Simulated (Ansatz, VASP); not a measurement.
# One calculation of SbS, two programs

INCAR

```
  PREC = Accurate
  ENCUT = 600
  EDIFF = 1E-6
  ISMEAR = 0
  SIGMA = 0.1
  LREAL = F
  LASPH = T
  NELM = 80
  ALGO = Normal
  ISIF = 3
  LWAVE = F
  LCHARG = F
  GGA = PS
  IBRION = 2
  NSW = 80
  EDIFFG = -0.01
```

File KPOINTS:

```
Automatic mesh
0
Gamma
  12 12 12
```

POSCAR

```
SbS
1.0
    0.0000000000      2.8497851346      2.8497851346
    2.8497851346      0.0000000000      2.8497851346
    2.8497851346      2.8497851346      0.0000000000
Sb S
1 1
Direct
    0.5000000000      0.5000000000      0.5000000000
    0.0000000000      0.0000000000      0.0000000000
```

Input for Ansatz:

```yaml
crystal:
  lattice:
    - [0.0, 2.8497851346, 2.8497851346]
    - [2.8497851346, 0.0, 2.8497851346]
    - [2.8497851346, 2.8497851346, 0.0]
  atoms:
    - { symbol: Sb, position: [0.5, 0.5, 0.5] }
    - { symbol: S, position: [0.0, 0.0, 0.0] }
basis:
  ecutwfc: 420
kpoints:
  mp_grid: { grid: [12, 12, 12] }
hamiltonian:
  xc: pbesol
scf:
  occupations: { method: gaussian, width: 0.1 }
output:
  forces: true
  stress: true
  eigenvalues: true
relax:
  adjacent_minimum: "off"
  f_tol: 0.01
  max_steps: 60
  cell: { stress_tol: 0.1 }
```

Alike in both runs: task relaxation of cell and atoms; functional PBEsol; k mesh 12 × 12 × 12; occupations gaussian, width 0.1 eV; no spin polarisation.

|  | VASP | Ansatz |
| --- | --- | --- |
| version | VASP 6.6.1 | Ansatz 0.2.0 |
| potentials or method | VASP PAW PBE potentials, release 64 (Sb, S), cutoff 600 eV | scalar-relativistic, plane waves, PAW |
| valence electrons in the cell | 11 | 21 |

```tsv
	VASP	Ansatz	Ansatz less VASP
gap on the k mesh at the Fermi level, each at its own relaxed structure (eV)	none	none	-
relaxed volume (Å³/atom)	23.03	23.05	+0.016
relaxed cell length with the largest relative difference (Å)	4.024	4.025	+0.0009
```

VASP's potentials were made for PBE, not for PBEsol. A gap of «none» marks a metal or a gap that the smearing closes. VASP's potentials hold 11 valence electrons a cell and Ansatz's 21, so a difference there can come from the potentials and not from the codes.

Spin-orbit coupling is off throughout.
